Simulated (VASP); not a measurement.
A run of VASP 6.6.1:

The input INCAR:

```
ALGO     = Normal         # electronic algorithm
EDIFF    = 1E-7           # SCF threshold, eV
EDIFFG   = -0.01          # ionic threshold
ENCUT    = 600            # plane-wave cutoff, eV
GGA      = PE             # functional
IBRION   = 2              # ionic algorithm
ISIF     = 3              # what is computed and relaxed
ISMEAR   = 0              # smearing method
LASPH    = T              # aspherical terms in the spheres
LCHARG   = F              # write CHGCAR
LREAL    = F              # projectors in reciprocal space
LWAVE    = F              # write WAVECAR
NELM     = 100            # most SCF steps
NSW      = 80             # ionic steps
PREC     = Accurate       # precision mode
PSTRESS  = 80.0         
SIGMA    = 0.01           # smearing width, eV
```

The input KPOINTS:

```
k-points
0
Gamma
  6 6 6
```

File POSCAR:

```
Cu
1.0
    0.0000000000      1.8075000000      1.8075000000
    1.8075000000      0.0000000000      1.8075000000
    1.8075000000      1.8075000000      0.0000000000
Cu
1
Direct
    0.0000000000      0.0000000000      0.0000000000
```

Potentials or basis: VASP PAW PBE potentials, release 64 (Cu).

Launch:

```console
$ cat potpaw_PBE.64/Cu/POTCAR > POTCAR
$ mpirun -np 1 vasp_std > vasp.out
```

Hardware: 1 thread of Intel(R) Xeon(R) Platinum 8488C (Sapphire Rapids), with other jobs on the host.

Q: How long does it take, and how much memory?

A: Wall time 6.8 s on 1 thread of Intel(R) Xeon(R) Platinum 8488C (Sapphire Rapids), with other jobs on the host, peak memory 0.12 GiB. Counts: scf iterations 29, k points 16, ion steps 3.
